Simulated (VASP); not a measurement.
# Rh (I4/mmm) in VASP: a series of runs

Runs on Rh. Level: r2SCAN. Tasks: single point.

Program: VASP 6.6.1. These are calculated values, not measurements. Logs are shortened: lines on timing, memory, paths and dates and some standing lists are left out, and cuts for length are marked.

**1. The cell of the first run**

The structure is tetragonal, space group I4/mmm (No. 139). Conventional cell: a = 2.622 Å, b = 2.622 Å, c = 3.803 Å, α = 90.00°, β = 90.00°, γ = 90.00°. Within 3.5 Å of Rh (site symmetry 4/mmm) lie 12 Rh at 2.62 to 2.66 Å.

**2. Single point, r2SCAN (strain -0.025 along x and y, +0.000 along z)**

Contents of POSCAR:

```
Rh
1.0
    0.0000000000      1.8540112500      1.9015500000
    1.8540112500      0.0000000000      1.9015500000
    1.8540112500      1.8540112500      0.0000000000
Rh
1
Direct
    0.0000000000      0.0000000000      0.0000000000
```

Contents of INCAR.step1:

```
SYSTEM = Rh
PREC     = Accurate       ! precision mode
ENCUT    = 520            ! plane-wave cutoff, eV
ISMEAR   = 0              ! smearing method
SIGMA    = 0.15           ! smearing width, eV
LREAL    = .FALSE.        ! projectors in reciprocal space
LASPH    = .TRUE.         ! aspherical terms in the spheres
NELM     = 100            ! most SCF steps
NBANDS   = 14             ! bands
GGA      = PE             ! functional
ALGO     = Normal         ! electronic algorithm
EDIFF    = 1E-4           ! SCF threshold, eV
LWAVE    = .TRUE.         ! write WAVECAR
LCHARG   = .FALSE.        ! write CHGCAR
```

Contents of INCAR.step2:

```
SYSTEM = Rh
PREC     = Accurate       ! precision mode
ENCUT    = 520            ! plane-wave cutoff, eV
EDIFF    = 1E-6           ! SCF threshold, eV
ISMEAR   = 0              ! smearing method
SIGMA    = 0.15           ! smearing width, eV
LREAL    = .FALSE.        ! projectors in reciprocal space
LASPH    = .TRUE.         ! aspherical terms in the spheres
NELM     = 100            ! most SCF steps
ALGO     = Normal         ! electronic algorithm
ISIF     = 2              ! what is computed and relaxed
LWAVE    = .FALSE.        ! write WAVECAR
LCHARG   = .FALSE.        ! write CHGCAR
METAGGA  = R2SCAN         ! meta-GGA
LMIXTAU  = .TRUE.       
NBANDS   = 14             ! bands
ISTART   = 1
```

Contents of KPOINTS:

```
Automatic mesh
0
G
  22 22 22
  0 0 0
```

Potentials or basis: VASP PAW PBE potentials, release 64 (Rh_pv).

Started as:

```
> cat potpaw_PBE.64/Rh_pv/POTCAR > POTCAR
> cp INCAR.step1 INCAR
> mpirun -np 1 vasp_std > vasp.out
> cp INCAR.step2 INCAR
> mpirun -np 1 vasp_std > vasp.out
```

OUTCAR:

```text
SYSTEM = Rh
   PREC = Accurate
   ENCUT = 520
   EDIFF = 1E-6
   ISMEAR = 0
   LREAL = .FALSE.
   LASPH = .TRUE.
   NELM = 100
   ISIF = 2
   METAGGA = R2SCAN
   ISTART = 1

 ion  position               nearest neighbor table
   1  0.000  0.000  0.000-

  LATTYP: Found a body centered tetragonal cell.
 ALAT       =     2.6219678545
 C/A-ratio  =     1.4504754486

  Lattice vectors:

 A1 = (  -1.8540112500,   0.0000000000,   1.9015500000)
 A2 = (   1.8540112500,   0.0000000000,   1.9015500000)
 A3 = (   0.0000000000,   1.8540112500,  -1.9015500000)

Analysis of symmetry for initial positions (statically):
=====================================================================
 Subroutine PRICEL returns:
 Original cell was already a primitive cell.

 Routine SETGRP: Setting up the symmetry group for a
 body centered tetragonal supercell.

 Subroutine GETGRP returns: Found 16 space group operations
 (whereof 16 operations were pure point group operations)
 out of a pool of 16 trial point group operations.

The static configuration has the point symmetry D_4h.

Analysis of symmetry for dynamics (positions and initial velocities):
=====================================================================
 Subroutine PRICEL returns:
 Original cell was already a primitive cell.

 Routine SETGRP: Setting up the symmetry group for a
 body centered tetragonal supercell.

 Subroutine GETGRP returns: Found 16 space group operations
 (whereof 16 operations were pure point group operations)
 out of a pool of 16 trial point group operations.

The dynamic configuration has the point symmetry D_4h.

 Subroutine INISYM returns: Found 16 space group operations
 (whereof 16 operations are pure point group operations),
 and found     1 'primitive' translations

----------------------------------------------------------------------------------------

                                     Primitive cell

  volume of cell :      13.0726

  direct lattice vectors                    reciprocal lattice vectors
     0.000000000  1.854011250  1.901550000    -0.269685526  0.269685526  0.262943388
     1.854011250  0.000000000  1.901550000     0.269685526 -0.269685526  0.262943388
     1.854011250  1.854011250  0.000000000     0.269685526  0.269685526 -0.262943388

  length of vectors
     2.655795572  2.655795572  2.621967855     0.463249168  0.463249168  0.463249168

  position of ions in fractional coordinates (direct lattice)
     0.000000000  0.000000000  0.000000000

  ion indices of the primitive-cell ions
   primitive index   ion index
                 1           1

----------------------------------------------------------------------------------------

 KPOINTS: Automatic mesh

Automatic generation of k-mesh.
 Grid dimensions read from file:
 generate k-points for:   22   22   22

 Generating k-lattice:

  Cartesian coordinates                     Fractional coordinates (reciprocal lattice)
    -0.012258433  0.012258433  0.011951972     0.045454545  0.000000000  0.000000000
     0.012258433 -0.012258433  0.011951972     0.000000000  0.045454545  0.000000000
     0.012258433  0.012258433 -0.011951972    -0.000000000 -0.000000000  0.045454545

  Length of vectors
     0.021056780  0.021056780  0.021056780

  Shift w.r.t. Gamma in fractional coordinates (k-lattice)
     0.000000000  0.000000000  0.000000000

 Subroutine IBZKPT returns following result:
 ===========================================

 Found    834 irreducible k-points:

 Following reciprocal coordinates:
            Coordinates               Weight
  0.000000  0.000000  0.000000      1.000000
  0.045455  0.000000  0.000000      8.000000
  0.090909  0.000000  0.000000      8.000000
  0.136364  0.000000  0.000000      8.000000
  0.181818  0.000000  0.000000      8.000000
  0.227273  0.000000  0.000000      8.000000
[... 16 lines left out ...]
  0.500000  0.045455  0.000000      8.000000
 -0.454545  0.045455  0.000000      8.000000
 [... further k-points ...]
   k-points           NKPTS =    834   k-points in BZ     NKDIM =    834   number of bands    NBANDS=     14
   number of dos      NEDOS =    301   number of ions     NIONS =      1
   total plane-waves  NPLWV =   8000
   dimension x,y,z NGX =    20 NGY =   20 NGZ =   20
   dimension x,y,z NGXF=    40 NGYF=   40 NGZF=   40
   ions per type =               1
   NGX,Y,Z   is equivalent  to a cutoff of  12.52, 12.52, 12.68 a.u.
   NGXF,Y,Z  is equivalent  to a cutoff of  25.04, 25.04, 25.36 a.u.
 SYSTEM =  Rh
   PREC   = accura    normal or accurate (medium, high low for compatibility)
   ISTART =      1    job   : 0-new  1-cont  2-samecut
   ICHARG =      0    charge: 1-file 2-atom 10-const
   ISPIN  =      1    spin polarized calculation?
   LNONCOLLINEAR =      F non collinear calculations
   LSORBIT =      F    spin-orbit coupling
   LASPH  =      T    aspherical Exc in radial PAW
   ENCUT  =  520.0 eV  38.22 Ry    6.18 a.u.   4.94  4.94  4.88*2*pi/ulx,y,z
   NELM   =    100;   NELMIN=  2; NELMDL=  0     # of ELM steps
   EDIFF  = 0.1E-05   stopping-criterion for ELM
   LREAL  =      F    real-space projection
   EDIFFG = 0.1E-04   stopping-criterion for IOM
   NSW    =      0    number of steps for IOM
   IBRION =     -1    ionic relax: 0-MD 1-quasi-New 2-CG
   NFREE  =      0    steps in history (QN), initial steepest desc. (CG)
   ISIF   =      2    stress and relaxation
   ISYM   =      2    0-nonsym 1-usesym 2-fastsym
   POTIM  = 0.5000    time-step for ionic-motion
   TEBEG  =    0.0;   TEEND  =   0.0 temperature during run
   PSTRESS=    0.0 pullay stress
   NELECT =      15.0000    total number of electrons
   NUPDOWN=      -1.0000    fix difference up-down
   EMIN   =  10.00;   EMAX   =-10.00  energy-range for DOS
   EFERMI =   0.00;   METHOD = LEGACY
   ISMEAR =     0;   SIGMA  =   0.15  broadening in eV -4-tet -1-fermi 0-gaus
   EFERMI_NEDOS =   21; number of points for ismear=-14 and -15
   IALGO  =     38    algorithm
   IMIX   =      4    mixing-type and parameters
     AMIX     =   0.40;   BMIX     =  1.00
     AMIX_MAG =   1.60;   BMIX_MAG =  1.00
  volume/ion in A,a.u.               =      13.07        88.22
  Fermi-wavevector in a.u.,A,eV,Ry     =   1.713896  3.238794 39.966283  2.937439
  Thomas-Fermi vector in A             =   2.791554
   LORBIT       =      0    0 simple, 1 ext, 2 COOP (PROOUT), +10 PAW based schemes
   METAGGA = R2SCAN    functional components
   LHFCALC =     F    Hartree Fock is set to
   AEXX    =    0.0000 exact exchange contribution
   IVDW    =     0    specifies the selected vdW correction
   LEPSILON=     F    determine dielectric tensor
   LRPA    =     F    only Hartree local field effects (RPA)
 non-spin polarized calculation
 Gauss-broadening in eV      SIGMA  =   0.15
  energy-cutoff  :      520.00
  volume of cell :       13.07
 maximum number of plane-waves:       363
   NGX =  9   NGY =  9   NGZ =  9

 number of electron      15.0000000 magnetization

 Free energy of the ion-electron system (eV)
  ---------------------------------------------------
  ext. energy  EPLUGINS =         0.00000000
  ---------------------------------------------------
  free energy    TOTEN  =       -24.10375662 eV

  energy without entropy =      -24.09046654  energy(sigma->0) =      -24.09711158

 E-fermi :  12.6795     XC(G=0): -15.5860

 val. band max:       12.6793719302   @ k =  -0.1364   0.4545   0.4091
 cond. band min:      12.6802281469   @ k =   0.5000   0.3636   0.1364
 fundamental gap:      0.0008562167
 Fermi energy:        12.6795065558

 k-point     1 :       0.0000    0.0000    0.0000
  band No.  band energies     occupation
      1     -35.2026      2.00000
      2     -35.1861      2.00000
      3     -35.1861      2.00000
      4       4.1184      2.00000
      5       9.0517      2.00000
      6       9.3602      2.00000
      7       9.3602      2.00000
      8      11.3441      2.00000
      9      11.7169      2.00000
     10      29.3637      0.00000
     11      30.0171      0.00000
     12      34.8340      0.00000
     13      35.6991      0.00000
     14      35.6991      0.00000

 k-point     2 :       0.0455    0.0000    0.0000
  band No.  band energies     occupation
      1     -35.2149      2.00000
      2     -35.1966      2.00000
      3     -35.1884      2.00000
      4       4.2106      2.00000
      5       9.0613      2.00000
      6       9.3445      2.00000
      7       9.3971      2.00000
      8      11.3260      2.00000
      9      11.6919      2.00000
     10      29.5029      0.00000
     11      30.0172      0.00000
     12      34.6717      0.00000
     13      35.4869      0.00000
     14      35.8375      0.00000

 k-point     3 :       0.0909    0.0000    0.0000
  band No.  band energies     occupation
      1     -35.2694      2.00000
      2     -35.2082      2.00000
      3     -35.1950      2.00000
      4       4.4785      2.00000
      5       9.0356      2.00000
      6       9.3557      2.00000
      7       9.4993      2.00000
      8      11.2847      2.00000
      9      11.6285      2.00000
     10      29.8926      0.00000
     11      30.0171      0.00000
     12      33.7131      0.00000
     13      35.6929      0.00000
     14      36.2434      0.00000
[... 324 lines left out ...]
 k-point    23 :       0.5000    0.0455    0.0000
  band No.  band energies     occupation
      1     -36.1186      2.00000
      2     -35.3531      2.00000
      3     -35.3011      2.00000
      4       5.9694      2.00000
      5       8.9155      2.00000
      6       9.3491      2.00000
      7      12.5032      1.90358
      8      13.2630      0.00000
      9      14.4257      0.00000
     10      22.3694      0.00000
     11      29.0305      0.00000
     12      30.0176      0.00000
     13      35.0911      0.00000
     14      35.5653      0.00000

 k-point    24 :      -0.4545    0.0455    0.0000
  band No.  band energies     occupation
      1     -36.1140      2.00000
      2     -35.3554      2.00000
      3     -35.2970      2.00000
      4       5.9774      2.00000
      5       8.9380      2.00000
      6       9.3458      2.00000
      7      12.4690      1.95277
      8      13.1600      0.00001
      9      14.4063      0.00000
     10      22.4992      0.00000
     11      29.0606      0.00000
     12      30.0178      0.00000
     13      34.9544      0.00000
     14      35.8420      0.00000

 [... further k-points ...]

------------------------ aborting loop because EDIFF is reached ----------------------------------------

  FORCE on cell =-STRESS in cart. coord.  units (eV):
  Direction    XX          YY          ZZ          XY          YZ          ZX
  --------------------------------------------------------------------------------------
  -------------------------------------------------------------------------------------
  Total        1.5900935      1.5900935      0.9939776      0.0000000      0.0000000      0.0000000
  in kB      194.8815685    194.8815685    121.8217151      0.0000000      0.0000000      0.0000000
  external PRESSURE =     170.5282840 kB  Pullay stress =       0.0000000 kB

 VOLUME and BASIS-vectors are now :
 -----------------------------------------------------------------------------
  energy-cutoff  :      520.00
  volume of cell :       13.07
      direct lattice vectors                 reciprocal lattice vectors
     0.000000000  1.854011250  1.901550000    -0.269685526  0.269685526  0.262943388
     1.854011250  0.000000000  1.901550000     0.269685526 -0.269685526  0.262943388
     1.854011250  1.854011250  0.000000000     0.269685526  0.269685526 -0.262943388

 POSITION                                       TOTAL-FORCE (eV/Angst)
 -----------------------------------------------------------------------------------
      0.00000      0.00000      0.00000        -0.000000      0.000000      0.000000
 -----------------------------------------------------------------------------------
    total drift:                                0.000000      0.000000      0.000000

  FREE ENERGIE OF THE ION-ELECTRON SYSTEM (eV)
  ---------------------------------------------------
  free  energy   TOTEN  =       -24.1037566201 eV

  energy  without entropy=      -24.0904665403  energy(sigma->0) =      -24.09711158
```

Wall time 2.7 min (1 thread of Intel Xeon 6975P-C (Granite Rapids), shared host); peak memory 0.24 GiB.

Results:

```
Free energy            : -24.1038 eV
Pressure               : 17.1 GPa
Band gap on the k mesh : zero (an odd number of electrons rules out a gap without spin polarisation)
```

Levels at points of the mesh, in eV from the Fermi level:
| k point | band 3 | band 4 | band 5 | band 6 | band 7 | band 8 | band 9 | band 10 | band 11 | band 12 |
| --- | --- | --- | --- | --- | --- | --- | --- | --- | --- | --- |
| (0.00, 0.00, 0.00) | -47.87 | -8.56 | -3.63 | -3.32 | -3.32 | -1.34 | -0.96 | 16.68 | 17.34 | 22.15 |
| (0.50, 0.00, 0.00) | -47.98 | -6.78 | -3.70 | -3.39 | 0.58 | 0.73 | 0.86 | 9.66 | 16.23 | 17.34 |
| (0.50, 0.50, 0.00) | -48.18 | -7.04 | -6.64 | 0.60 | 1.13 | 1.13 | 3.19 | 13.07 | 14.66 | 14.66 |
| (0.50, 0.00, 0.50) | -48.21 | -7.06 | -6.66 | 0.56 | 1.02 | 1.29 | 3.77 | 13.81 | 14.00 | 14.34 |

Caveat: the cell differs from its parent crystal (strain -0.025 along x and y, +0.000 along z); the cell stands under pressure; the PAW data sets were made with another functional, which shifts forces and pressure a little.

(Continued in part 2 of 2.)
